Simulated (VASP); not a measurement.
Here is a VASP 6.6.1 calculation.

The input INCAR:

```
SYSTEM = Ga3AsP2
PREC = Accurate
ENCUT = 520
EDIFF = 1E-7
ISMEAR = 0
SIGMA = 0.02
LREAL = .False.
LASPH = .True.
NELM = 100
ALGO = Normal
ISIF = 2
LWAVE = .False.
LCHARG = .True.
GGA = PE
LELF = .True.
LVHAR = .True.
NBANDS = 36
```

Contents of KPOINTS:

```
Automatic mesh
0
Gamma
  12 12 4
  0 0 0
```

File POSCAR:

```
Ga3AsP2
1.0
    3.9084477517      0.0000000000      0.0000000000
   -1.9542238759      3.3848150423      0.0000000000
    0.0000000000      0.0000000000      9.5793881565
Ga P As
3 2 1
Direct
    0.0000000000      0.0000000000      0.9928744446
    0.3333333333      0.6666666667      0.6666771391
    0.6666666667      0.3333333333      0.3401561545
    0.0000000000      0.0000000000      0.7465917684
    0.3333333333      0.6666666667      0.4197049311
    0.6666666667      0.3333333333      0.0839955621
```

Potentials or basis: VASP PAW PBE potentials, release 64 (Ga_d, P, As).

Command:

```console
$ cat potpaw_PBE.64/Ga_d/POTCAR potpaw_PBE.64/P/POTCAR potpaw_PBE.64/As/POTCAR > POTCAR
$ mpirun -np 1 vasp_std > vasp.out
```

Q: Predict the largest force.

A: 0.014 eV/Å.

Q: What does it give for the band gap on the k mesh?

A: 1.17 eV, direct.

Q: Estimate the pressure.

A: 2.4 GPa.

Forces in eV/Å, atoms in the order of the input:
```
Ga   0.000  0.000 -0.013
Ga   0.000  0.000  0.004
Ga   0.000  0.000  0.014
P    0.000  0.000  0.000
P    0.000  0.000 -0.001
As   0.000  0.000 -0.003
```

 A k mesh can miss the band edges.
